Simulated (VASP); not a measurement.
**Pt: single point with PBEsol**

The system is Pt.

```
Pt
1.0
     2.76067    0.00000    0.00000
    -1.38033    2.39081    0.00000
     0.00000    0.00000    4.79213
Pt
2
Direct
  0.66667 0.33333 0.75000
  0.33333 0.66667 0.25000
```

This isn't the form of Pt at room conditions, which is fcc.

```yaml
Program: VASP 6.6.1
Task: single point
Functional: PBEsol
Potentials_or_basis: VASP PAW PBE potentials, release 64 (Pt)
Cutoff: 500 eV
k_mesh: 9 × 9 × 4
Occupations: gaussian, width 0.1 eV
Spin: no spin polarisation
Dipole_correction: no
Further_INCAR_settings: ALGO = Normal; EDIFF = 1e-06; NBANDS = 17
```

The pressure is -11.2 GPa and the band gap on the k mesh is zero (bands 10 and 11 overlap by 1.13 eV).

Stress tensor (GPa, compression positive):
```
-11.64   0.00   0.00
  0.00 -11.64   0.00
  0.00   0.00 -10.41
```

Levels at points of the mesh, in eV from the Fermi level:
```tsv
k point	band 7	band 8	band 9	band 10	band 11	band 12	band 13	band 14
(0.00, 0.00, 0.00)	-3.05	-1.78	-1.78	-0.77	-0.20	-0.20	4.64	15.11
(0.00, 0.00, 0.50)	-3.40	-3.40	-0.77	-0.77	-0.77	-0.77	11.87	11.87
```

Wall time 7.6 s on 1 thread of Intel(R) Xeon(R) 6975P-C (Granite Rapids), on a shared host, peak memory 0.15 GiB.

Caveat: the cell stands under tension; the PAW data sets were made with another functional, which shifts forces and pressure a little; spin-orbit coupling is left out, which moves the levels of the heavy elements.
